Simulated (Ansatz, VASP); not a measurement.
# Ge in VASP and in Ansatz

The input INCAR:

```
SYSTEM = Ge
PREC = Accurate
ENCUT = 520
EDIFF = 1E-6
ISMEAR = 0
SIGMA = 0.1
LREAL = .False.
LASPH = .True.
NELM = 100
ALGO = Normal
ISIF = 2
LWAVE = .False.
LCHARG = .False.
GGA = PS
NBANDS = 21
```

KPOINTS

```
Automatic mesh
0
Gamma
  12 12 12
  0 0 0
```

The input POSCAR:

```
Ge
1.0
    0.0340018154      2.8222921167      2.8222921167
    2.9340568194      0.0071002127      2.8491937194
    2.9340568194      2.8491937194      0.0071002127
Ge
2
Direct
    0.5182663109      0.4948253260      0.4948253260
    0.7317336891      0.7551746740      0.7551746740
```

Input for Ansatz:

```yaml
crystal:
  lattice:
    - [0.0340018154, 2.8222921167, 2.8222921167]
    - [2.9340568194, 0.0071002127, 2.8491937194]
    - [2.9340568194, 2.8491937194, 0.0071002127]
  atoms:
    - { symbol: Ge, position: [0.5182663109, 0.494825326, 0.494825326] }
    - { symbol: Ge, position: [0.7317336891, 0.755174674, 0.755174674] }
basis:
  ecutwfc: 420
kpoints:
  mp_grid: { grid: [12, 12, 12] }
hamiltonian:
  xc: pbesol
scf:
  occupations: { method: gaussian, width: 0.1 }
output:
  forces: true
  stress: true
  eigenvalues: true
```

Alike in both runs: task single point; functional PBEsol; k mesh 12 × 12 × 12; occupations gaussian, width 0.1 eV; no spin polarisation.

|  | VASP | Ansatz |
| --- | --- | --- |
| version | VASP 6.6.1 | Ansatz 0.2.0 |
| potentials or method | VASP PAW PBE potentials, release 64 (Ge_d), cutoff 520 eV | scalar-relativistic, plane waves, PAW |
| valence electrons in the cell | 28 | 28 |

VASP gave:

| Quantity | Value |
| --- | --- |
| gap on the k mesh at the Fermi level (eV) | none |
| pressure (GPa) | -1.6 |
| traceless stress, the component that is largest in VASP (GPa) | -1.34 |
| rms of the force components (eV/Å) | 0.532 |

Task: Which values does Ansatz return?

Result: gap on the k mesh at the Fermi level (eV): none; pressure (GPa): -1.2; traceless stress, the component that is largest in VASP (GPa): -1.33; rms of the force components (eV/Å): 0.532.

VASP's potentials were made for PBE, not for PBEsol. Atom by atom the forces differ by 0.001 eV/Å (rms over components). A gap of «none» marks a metal or a gap that the smearing closes. With one functional, cell and mesh, what is left measures potentials, basis and numerics.
